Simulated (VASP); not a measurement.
# Nb (Fm-3m) in VASP: notebook

The runs below take Nb through relaxation of cell and atoms, single point, with PBE+D4, PBEsol+D3(BJ), b88 exchange, pbe correlation.

All numbers are computed with VASP 6.6.1; they aren't measurements. Logs are shortened: lines on timing, memory, paths and dates and some standing lists are left out, and cuts for length are marked.

### 1 The cell of the first run

It takes space group Fm-3m (No. 225, cubic). Conventional cell: a = 4.230 Å, b = 4.230 Å, c = 4.230 Å, α = 90.00°, β = 90.00°, γ = 90.00°. Within 3.9 Å of Nb (site symmetry m-3m) lie 12 Nb at 2.99 Å.

This isn't the form of Nb at room conditions, which is bcc.

### 2 Relaxation of cell and atoms, PBE+D4

Input file INCAR:

```
SYSTEM = Nb
PREC     = Accurate       ! precision mode
ENCUT    = 600            ! plane-wave cutoff, eV
EDIFF    = 1E-7           ! SCF threshold, eV
ISMEAR   = -1             ! smearing method
SIGMA    = 0.05           ! smearing width, eV
LREAL    = .False.        ! projectors in reciprocal space
LASPH    = .True.         ! aspherical terms in the spheres
NELM     = 100            ! most SCF steps
ALGO     = Normal         ! electronic algorithm
ISIF     = 3              ! what is computed and relaxed
LWAVE    = .False.        ! write WAVECAR
LCHARG   = .False.        ! write CHGCAR
GGA      = PE             ! functional
IVDW     = 13             ! dispersion correction
IBRION   = 2              ! ionic algorithm
NSW      = 60             ! ionic steps
EDIFFG   = -0.01          ! ionic threshold
```

Input file KPOINTS:

```
Automatic mesh
0
Gamma
  11 11 11
  0 0 0
```

Input file POSCAR:

```
Nb
1.0
    0.0000000000      2.1150000000      2.1150000000
    2.1150000000      0.0000000000      2.1150000000
    2.1150000000      2.1150000000      0.0000000000
Nb
1
Direct
    0.0000000000      0.0000000000      0.0000000000
```

Potentials or basis: VASP PAW PBE potentials, release 64 (Nb_sv).

Launch:

```sh
cat potpaw_PBE.64/Nb_sv/POTCAR > POTCAR
mpirun -np 1 vasp_std > vasp.out
```

OUTCAR:

```text
SYSTEM = Nb
   PREC = Accurate
   ENCUT = 600
   EDIFF = 1E-7
   ISMEAR = -1
   LREAL = .False.
   LASPH = .True.
   NELM = 100
   ISIF = 3
   GGA = PE
   IVDW = 13
   IBRION = 2
   NSW = 60
   EDIFFG = -0.01

 ion  position               nearest neighbor table
   1  0.000  0.000  0.000-

  LATTYP: Found a face centered cubic cell.
 ALAT       =     4.2300000000

  Lattice vectors:

 A1 = (   0.0000000000,   2.1150000000,   2.1150000000)
 A2 = (   2.1150000000,   0.0000000000,   2.1150000000)
 A3 = (   2.1150000000,   2.1150000000,   0.0000000000)

Analysis of symmetry for initial positions (statically):
=====================================================================
 Subroutine PRICEL returns:
 Original cell was already a primitive cell.

 Routine SETGRP: Setting up the symmetry group for a
 face centered cubic supercell.

 Subroutine GETGRP returns: Found 48 space group operations
 (whereof 48 operations were pure point group operations)
 out of a pool of 48 trial point group operations.

The static configuration has the point symmetry O_h .

Analysis of symmetry for dynamics (positions and initial velocities):
=====================================================================
 Subroutine PRICEL returns:
 Original cell was already a primitive cell.

 Routine SETGRP: Setting up the symmetry group for a
 face centered cubic supercell.

 Subroutine GETGRP returns: Found 48 space group operations
 (whereof 48 operations were pure point group operations)
 out of a pool of 48 trial point group operations.

The dynamic configuration has the point symmetry O_h .

 Subroutine INISYM returns: Found 48 space group operations
 (whereof 48 operations are pure point group operations),
 and found     1 'primitive' translations

----------------------------------------------------------------------------------------

                                     Primitive cell

  volume of cell :      18.9217

  direct lattice vectors                    reciprocal lattice vectors
     0.000000000  2.115000000  2.115000000    -0.236406619  0.236406619  0.236406619
     2.115000000  0.000000000  2.115000000     0.236406619 -0.236406619  0.236406619
     2.115000000  2.115000000  0.000000000     0.236406619  0.236406619 -0.236406619

  length of vectors
     2.991061684  2.991061684  2.991061684     0.409468276  0.409468276  0.409468276

  position of ions in fractional coordinates (direct lattice)
     0.000000000  0.000000000  0.000000000

  ion indices of the primitive-cell ions
   primitive index   ion index
                 1           1

----------------------------------------------------------------------------------------

 KPOINTS: Automatic mesh

Automatic generation of k-mesh.
 Grid dimensions read from file:
 generate k-points for:   11   11   11

 Generating k-lattice:

  Cartesian coordinates                     Fractional coordinates (reciprocal lattice)
    -0.021491511  0.021491511  0.021491511     0.090909091  0.000000000  0.000000000
     0.021491511 -0.021491511  0.021491511     0.000000000  0.090909091  0.000000000
     0.021491511  0.021491511 -0.021491511     0.000000000  0.000000000  0.090909091

  Length of vectors
     0.037224389  0.037224389  0.037224389

  Shift w.r.t. Gamma in fractional coordinates (k-lattice)
     0.000000000  0.000000000  0.000000000

 Subroutine IBZKPT returns following result:
 ===========================================

 Found     56 irreducible k-points:

 Following reciprocal coordinates:
            Coordinates               Weight
  0.000000  0.000000  0.000000      1.000000
  0.090909  0.000000  0.000000      8.000000
  0.181818  0.000000  0.000000      8.000000
  0.272727  0.000000  0.000000      8.000000
  0.363636  0.000000  0.000000      8.000000
  0.454545  0.000000  0.000000      8.000000
[... 16 lines left out ...]
 -0.272727  0.181818  0.000000     24.000000
 -0.181818  0.181818  0.000000     12.000000
 [... further k-points ...]
   k-points           NKPTS =     56   k-points in BZ     NKDIM =     56   number of bands    NBANDS=     10
   number of dos      NEDOS =    301   number of ions     NIONS =      1
   total plane-waves  NPLWV =  13824
   dimension x,y,z NGX =    24 NGY =   24 NGZ =   24
   dimension x,y,z NGXF=    48 NGYF=   48 NGZF=   48
   ions per type =               1
   NGX,Y,Z   is equivalent  to a cutoff of  13.34, 13.34, 13.34 a.u.
   NGXF,Y,Z  is equivalent  to a cutoff of  26.68, 26.68, 26.68 a.u.
 SYSTEM =  Nb
   PREC   = accura    normal or accurate (medium, high low for compatibility)
   ISTART =      0    job   : 0-new  1-cont  2-samecut
   ICHARG =      2    charge: 1-file 2-atom 10-const
   ISPIN  =      1    spin polarized calculation?
   LNONCOLLINEAR =      F non collinear calculations
   LSORBIT =      F    spin-orbit coupling
   LASPH  =      T    aspherical Exc in radial PAW
   ENCUT  =  600.0 eV  44.10 Ry    6.64 a.u.   5.97  5.97  5.97*2*pi/ulx,y,z
   NELM   =    100;   NELMIN=  2; NELMDL= -5     # of ELM steps
   EDIFF  = 0.1E-06   stopping-criterion for ELM
   LREAL  =      F    real-space projection
   EDIFFG = -.1E-01   stopping-criterion for IOM
   NSW    =     60    number of steps for IOM
   IBRION =      2    ionic relax: 0-MD 1-quasi-New 2-CG
   NFREE  =      1    steps in history (QN), initial steepest desc. (CG)
   ISIF   =      3    stress and relaxation
   ISYM   =      2    0-nonsym 1-usesym 2-fastsym
   POTIM  = 0.5000    time-step for ionic-motion
   TEBEG  =    0.0;   TEEND  =   0.0 temperature during run
   PSTRESS=    0.0 pullay stress
   NELECT =      13.0000    total number of electrons
   NUPDOWN=      -1.0000    fix difference up-down
   EMIN   =  10.00;   EMAX   =-10.00  energy-range for DOS
   EFERMI =   0.00;   METHOD = LEGACY
   ISMEAR =    -1;   SIGMA  =   0.05  broadening in eV -4-tet -1-fermi 0-gaus
   EFERMI_NEDOS =   21; number of points for ismear=-14 and -15
   IALGO  =     38    algorithm
   IMIX   =      4    mixing-type and parameters
     AMIX     =   0.40;   BMIX     =  1.00
     AMIX_MAG =   1.60;   BMIX_MAG =  1.00
  volume/ion in A,a.u.               =      18.92       127.69
  Fermi-wavevector in a.u.,A,eV,Ry     =   1.444560  2.729823 28.392005  2.086754
  Thomas-Fermi vector in A             =   2.562841
   LORBIT       =      0    0 simple, 1 ext, 2 COOP (PROOUT), +10 PAW based schemes
   GGA     = PE    functional components
   LHFCALC =     F    Hartree Fock is set to
   AEXX    =    0.0000 exact exchange contribution
   IVDW    =    13    specifies the selected vdW correction
   LEPSILON=     F    determine dielectric tensor
   LRPA    =     F    only Hartree local field effects (RPA)
 conjugate gradient relaxation of ions
 non-spin polarized calculation
  energy-cutoff  :      600.00
  volume of cell :       18.92
 maximum number of plane-waves:       642
   NGX = 11   NGY = 11   NGZ = 11

--------------------------------------- Ionic step        1  -------------------------------------------

 number of electron      13.0000001 magnetization

 Free energy of the ion-electron system (eV)
  ---------------------------------------------------
  ext. energy  EPLUGINS =         0.00000000
  ---------------------------------------------------
  free energy    TOTEN  =        -9.89922488 eV

  energy without entropy =       -9.88739769  energy(sigma->0) =       -9.89331129

------------------------ aborting loop because EDIFF is reached ----------------------------------------

  DFT-D4 for vdW energy calculation

  Edisp (eV):   -0.31844

  FORCE on cell =-STRESS in cart. coord.  units (eV):
  Direction    XX          YY          ZZ          XY          YZ          ZX
  --------------------------------------------------------------------------------------
  -------------------------------------------------------------------------------------
  Total      -0.56296    -0.56296    -0.56296     0.00000    -0.00000     0.00000
  in kB     -47.66796   -47.66796   -47.66796     0.00000    -0.00000     0.00000
  external pressure =      -47.67 kB  Pullay stress =        0.00 kB
[... 59 lines left out ...]
  energy  without entropy=      -10.1865151243  energy(sigma->0) =      -10.19220918

--------------------------------------- Ionic step        3  -------------------------------------------

 number of electron      13.0000001 magnetization

 Free energy of the ion-electron system (eV)
  ---------------------------------------------------
  ext. energy  EPLUGINS =         0.00000000
  ---------------------------------------------------
  free energy    TOTEN  =        -9.89845109 eV

  energy without entropy =       -9.88714197  energy(sigma->0) =       -9.89279653

 E-fermi :  11.2814     XC(G=0): -12.3980

 val. band max:       11.2777824488   @ k =  -0.1818   0.1818   0.0000
 cond. band min:      11.3468001642   @ k =  -0.4545   0.2727   0.0000
 fundamental gap:      0.0690177154
 Fermi energy:        11.2814414827

 k-point     1 :       0.0000    0.0000    0.0000
  band No.  band energies     occupation
      1     -43.4977      2.00000
      2     -18.8460      2.00000
      3     -18.8460      2.00000
      4     -18.8460      2.00000
      5       4.9847      2.00000
      6      11.3569      0.36229
      7      11.3569      0.36229
      8      11.3569      0.36229
      9      14.0287      0.00000
     10      14.0287      0.00000
[... 287 lines left out ...]
 k-point    24 :      -0.1818    0.1818    0.0000
  band No.  band energies     occupation
      1     -43.3587      2.00000
      2     -19.5585      2.00000
      3     -19.1428      2.00000
      4     -18.9278      2.00000
      5       7.6297      2.00000
      6      10.0179      2.00000
      7      11.2778      1.03657
      8      12.6546      0.00000
      9      12.6946      0.00000
     10      15.7293      0.00000

 [... further k-points ...]

------------------------ aborting loop because EDIFF is reached ----------------------------------------

  DFT-D4 for vdW energy calculation

  Edisp (eV):   -0.32767

  FORCE on cell =-STRESS in cart. coord.  units (eV):
  Direction    XX          YY          ZZ          XY          YZ          ZX
  --------------------------------------------------------------------------------------
  -------------------------------------------------------------------------------------
  Total      -0.00879    -0.00879    -0.00879     0.00000    -0.00000     0.00000
  in kB      -0.76610    -0.76610    -0.76610     0.00000    -0.00000     0.00000
  external pressure =       -0.77 kB  Pullay stress =        0.00 kB
[... 16 lines left out ...]
  FREE ENERGIE OF THE ION-ELECTRON SYSTEM (eV)
  ---------------------------------------------------
  free  energy   TOTEN  =       -10.2261216418 eV

  energy  without entropy=      -10.2148125268  energy(sigma->0) =      -10.22046708

 reached required accuracy - stopping structural energy minimisation
```

Run time: 23 s. Hardware: 1 thread of Intel Xeon Platinum 8375C at 2.90GHz (Ice Lake), shared host; peak memory 0.15 GiB.

What came out:

* Free energy: -10.2261 eV
* Relaxed volume: 18.38 Å³/atom
* Relaxed cell: a = 2.962 Å, b = 2.962 Å, c = 2.962 Å, α = 60.00°, β = 60.00°, γ = 60.00°
* Space group after relaxing (to 0.1 Å): Fm-3m (No. 225)
* Energy gained by relaxing: 8.5 meV/atom
* Ionic steps: 3
* Pressure after relaxing: -0.1 GPa
* Band gap on the k mesh: zero (an odd number of electrons rules out a gap without spin polarisation)
* Dispersion energy per atom: -0.328 eV

Step by step:
| step | energy change (eV) | largest force (eV/Å) | pressure (GPa) | volume (Å³) |
| --- | --- | --- | --- | --- |
| 1 | 0.0000 | 0.0000 | -4.77 | 18.92 |
| 2 | 0.0198 | 0.0000 | 9.97 | 17.42 |
| 3 | -0.0085 | 0.0000 | -0.08 | 18.38 |

Final structure:
```
Nb
1.0
     0.00000    2.09450    2.09450
     2.09450    0.00000    2.09450
     2.09450    2.09450    0.00000
Nb
1
Direct
  0.00000 0.00000 0.00000
```

### 3 Relaxation of cell and atoms, PBEsol+D3(BJ)

Input file INCAR:

```
SYSTEM = Nb
PREC = Accurate
ENCUT = 600
EDIFF = 1E-7
ISMEAR = -1
SIGMA = 0.05
LREAL = .False.
LASPH = .True.
NELM = 60
ALGO = Fast
ISIF = 3
LWAVE = .False.
LCHARG = .False.
GGA = PS
IVDW = 12
IBRION = 2
NSW = 60
EDIFFG = -0.01
```

KPOINTS is that of step 2.

POSCAR is that of step 2.

Potentials or basis: VASP PAW PBE potentials, release 64 (Nb_sv).

Launch:

```sh
cat potpaw_PBE.64/Nb_sv/POTCAR > POTCAR
mpirun -np 1 vasp_std > vasp.out
```

It took 97 s on 1 thread of Intel Xeon Platinum 8375C at 2.90GHz (Ice Lake), shared host; peak memory 0.17 GiB.

Results (log left out):

```
Free energy                           : -11.3803 eV
Relaxed volume                        : 17.37 Å³/atom
Relaxed cell                          : a = 2.907 Å, b = 2.907 Å, c = 2.907 Å, α = 60.00°, β = 60.00°, γ = 60.00°
Space group after relaxing (to 0.1 Å) : Fm-3m (No. 225)
Energy gained by relaxing             : 71.2 meV/atom
Ionic steps                           : 7
Pressure after relaxing               : 0.0 GPa
Band gap on the k mesh                : zero (an odd number of electrons rules out a gap without spin polarisation)
Dispersion energy per atom            : -0.780 eV
```

Step by step:
| step | energy change (eV) | largest force (eV/Å) | pressure (GPa) | volume (Å³) |
| --- | --- | --- | --- | --- |
| 1 | 0.0000 | 0.0000 | -13.78 | 18.92 |
| 2 | 0.2128 | 0.0000 | 40.23 | 14.81 |
| 3 | -0.0710 | 0.0000 | -0.76 | 17.45 |
| 4 | -0.0712 | 0.0000 | -0.14 | 17.39 |
| 5 | -0.0712 | 0.0000 | 0.17 | 17.36 |
| 6 | -0.0712 | 0.0000 | -0.15 | 17.40 |
| 7 | -0.0712 | 0.0000 | -0.02 | 17.37 |

Final structure:
```xyz
1
Lattice="0.0000 2.0556 2.0556 2.0556 0.0000 2.0556 2.0556 2.0556 0.0000" Properties=species:S:1:pos:R:3 pbc="T T T"
Nb    0.0000    0.0000    0.0000
```

Levels at points of the mesh, in eV from the Fermi level:
```csv
k point,band 3,band 4,band 5,band 6,band 7,band 8,band 9,band 10
"(0.00, 0.00, 0.00)",-29.86,-29.86,-6.44,0.04,0.04,0.04,2.93,2.93
```

Caveat: the PAW data sets were made with another functional, which shifts forces and pressure a little.

(Continued in part 2 of 2.)
